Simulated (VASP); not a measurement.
Here is a VASP 6.6.1 calculation.

The input INCAR:

```
PREC = Accurate ; ENCUT = 520
EDIFF = 1E-6 ; ISMEAR = 0
SIGMA = 1.0 ; LREAL = False
LASPH = True ; NELM = 100
ALGO = Normal ; ISIF = 2
LWAVE = False ; LCHARG = False
GGA = CA ; NBANDS = 19
```

KPOINTS

```
Automatic mesh
0
Gamma
  13 13 7
```

POSCAR

```
Ti
1.0
    2.8638698861      0.0000000000      0.0000000000
   -1.4319349430      2.4801840745      0.0000000000
    0.0000000000      0.0000000000      4.5399943151
Ti
2
Direct
    0.3333333333      0.6666666667      0.2500000000
    0.6666666667      0.3333333333      0.7500000000
```

Potentials or basis: VASP PAW LDA potentials, release 64 (Ti_sv).

Launch:

```sh
$ cat potpaw_LDA.64/Ti_sv/POTCAR > POTCAR
$ mpirun -np 1 vasp_std > vasp.out
```

Predict the band gap on the k mesh.

zero (bands 12 and 13 overlap by 1.11 eV).

What does it give for the pressure?

3.6 GPa.

Stress tensor (GPa, compression positive):
```
2.91 0.00 0.00
0.00 2.91 0.00
0.00 0.00 5.01
```

Caveat: the cell stands under pressure; so wide a smearing shifts energies and pressures.
